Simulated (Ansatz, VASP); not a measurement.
**One calculation of Si2Ge, two programs**

```
CELL_PARAMETERS angstrom
3.93002 0.00000 0.00000
-1.96501 3.40349 0.00000
0.00000 0.00000 9.61845
ATOMIC_POSITIONS crystal
Si 0.33333 0.66667 0.53985
Si 0.66667 0.33333 0.21420
Si 0.33333 0.66667 0.78580
Si 0.66667 0.33333 0.46015
Ge 0.00000 0.00000 0.87071
Ge 0.00000 0.00000 0.12929
```

Alike in both runs: task single point; functional PBE; k mesh 6 × 6 × 2; occupations gaussian, width 0.1 eV; no spin polarisation.

|  | VASP | Ansatz |
| --- | --- | --- |
| version | VASP 6.6.1 | Ansatz 0.2.0 |
| potentials or method | VASP PAW PBE potentials, release 64 (Si, Ge_d), cutoff 520 eV | scalar-relativistic, plane waves, PAW |
| valence electrons in the cell | 44 | 44 |

```tsv
	VASP	Ansatz	Ansatz less VASP
gap on the k mesh at the Fermi level (eV)	0.73	0.72	-0.003
least direct gap on the mesh (eV)	1.14	1.14	-0.004
pressure (GPa)	-0.1	0.0	+0.07
traceless stress, the component that is largest in VASP (GPa)	-0.21	-0.23	-0.016
rms of the force components (eV/Å)	0.007	0.005	-0.0013
```

Atom by atom the forces differ by 0.002 eV/Å (rms over components).
